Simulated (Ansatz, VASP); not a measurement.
**One calculation of TiMoSe4, two programs**

INCAR

```
PREC     = Accurate       # precision mode
ENCUT    = 600            # plane-wave cutoff, eV
EDIFF    = 1E-6           # SCF threshold, eV
ISMEAR   = 0              # smearing method
SIGMA    = 0.15           # smearing width, eV
LREAL    = F              # projectors in reciprocal space
LASPH    = T              # aspherical terms in the spheres
NELM     = 150            # most SCF steps
ALGO     = Normal         # electronic algorithm
ISIF     = 3              # what is computed and relaxed
LWAVE    = F              # write WAVECAR
LCHARG   = F              # write CHGCAR
ISPIN    = 2              # spin polarisation
MAGMOM   = 1 1 0 0 0 0    # initial moments
LORBIT   = 11             # projections on sites
LMAXMIX  = 4              # l up to which the mixer works
GGA      = PE             # functional
IBRION   = 2              # ionic algorithm
NSW      = 36             # ionic steps
EDIFFG   = -0.08          # ionic threshold
```

KPOINTS

```
regular mesh
0
Gamma
  4 4 1
```

File POSCAR:

```
TiMoSe4
1.0
    3.4200000000      0.0000000000      0.0000000000
   -1.7100000000      2.9618068800      0.0000000000
    0.0000000000      0.0000000000     13.6800000000
Ti Mo Se
1 1 4
Direct
    0.0000000000      0.0000000000      0.0000000000
    0.3333333300      0.6666666700      0.5000000000
    0.3333333300      0.6666666700      0.1130000000
    0.6666666700      0.3333333300      0.8870000000
    0.0000000000      0.0000000000      0.3780000000
    0.0000000000      0.0000000000      0.6220000000
```

Input for Ansatz:

```yaml
crystal:
  lattice:
    - [3.42, 0.0, 0.0]
    - [-1.71, 2.96180688, 0.0]
    - [0.0, 0.0, 13.68]
  atoms:
    - { symbol: Ti, position: [0.0, 0.0, 0.0], spin: 1.0 }
    - { symbol: Mo, position: [0.33333333, 0.66666667, 0.5], spin: 1.0 }
    - { symbol: Se, position: [0.33333333, 0.66666667, 0.113] }
    - { symbol: Se, position: [0.66666667, 0.33333333, 0.887] }
    - { symbol: Se, position: [0.0, 0.0, 0.378] }
    - { symbol: Se, position: [0.0, 0.0, 0.622] }
basis:
  ecutwfc: 420
kpoints:
  mp_grid: { grid: [4, 4, 1] }
hamiltonian:
  xc: pbe
scf:
  occupations: { method: gaussian, width: 0.15 }
  lower_state_search: "off"
output:
  forces: true
  stress: true
  eigenvalues: true
  populations: true
magnetization:
  spin_polarized: true
relax:
  adjacent_minimum: "off"
  f_tol: 0.08
  max_steps: 16
  cell: { stress_tol: 0.8 }
```

Alike in both runs: task relaxation of cell and atoms; functional PBE; k mesh 4 × 4 × 1; occupations gaussian, width 0.15 eV; collinear spin.

|  | VASP | Ansatz |
| --- | --- | --- |
| version | VASP 6.6.1 | Ansatz 0.2.0 |
| potentials or method | VASP PAW PBE potentials, release 64 (Ti_sv, Mo_sv, Se), cutoff 600 eV | scalar-relativistic, plane waves, PAW |
| valence electrons in the cell | 50 | 90 |

```csv
,VASP,Ansatz,Ansatz less VASP
"gap on the k mesh at the Fermi level, each at its own relaxed structure (eV)",none,none,-
net moment per atom (μB),0.00,0.00,0.000
relaxed volume (Å³/atom),23.12,23.44,+0.316
relaxed cell length with the largest relative difference (Å),13.804,14.000,+0.1964
```

A gap of «none» marks a metal or a gap that the smearing closes. VASP's potentials hold 50 valence electrons a cell and Ansatz's 90, so a difference there can come from the potentials and not from the codes. Ansatz's warnings: seeded moment not kept.

The k mesh is coarse, so the values compare programs but aren't converged.
